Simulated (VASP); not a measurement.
Set up this calculation in VASP 6.6.1, as the native input.

| Item | Value |
| --- | --- |
| Task | single point |
| Functional | PBE |
| Potentials or basis | VASP PAW PBE potentials, release 64 (Pd) |
| Cutoff | 520 eV |
| k mesh | 12 × 12 × 12 |
| Occupations | gaussian, width 0.02 eV |
| Spin | no spin polarisation |
| Dipole correction | no |
| Further INCAR settings | ALGO = Fast; EDIFF = 1e-07; NBANDS = 11 |

The structure of Pd lies in POSCAR:

```
Pd
1.0
    0.0000000000      1.9465000000      1.9465000000
    1.9465000000      0.0000000000      1.9465000000
    1.9465000000      1.9465000000      0.0000000000
Pd
1
Direct
    0.0000000000      0.0000000000      0.0000000000
```

One way to write it, as run:

INCAR

```
  PREC = Accurate
  ENCUT = 520
  EDIFF = 1E-7
  ISMEAR = 0
  SIGMA = 0.02
  LREAL = False
  LASPH = True
  NELM = 60
  ALGO = Fast
  ISIF = 2
  LWAVE = False
  LCHARG = True
  GGA = PE
  LELF = True
  LVHAR = True
  NBANDS = 11
```

KPOINTS

```
regular mesh
0
Gamma
  12 12 12
```

Potentials or basis: VASP PAW PBE potentials, release 64 (Pd).

Launch:

```bash
$ cat potpaw_PBE.64/Pd/POTCAR > POTCAR
$ mpirun -np 1 vasp_std > vasp.out
```

Results of the run:

```json
{
  "Pressure": "6.5 GPa",
  "Band gap on the k mesh": "zero (band 5 reaches 10.06 eV, above the bottom of band 6 at 8.48 eV)"
}
```

It took 24 s on 1 thread of AMD EPYC 7R13, on a shared host, peak memory 0.1 GiB.
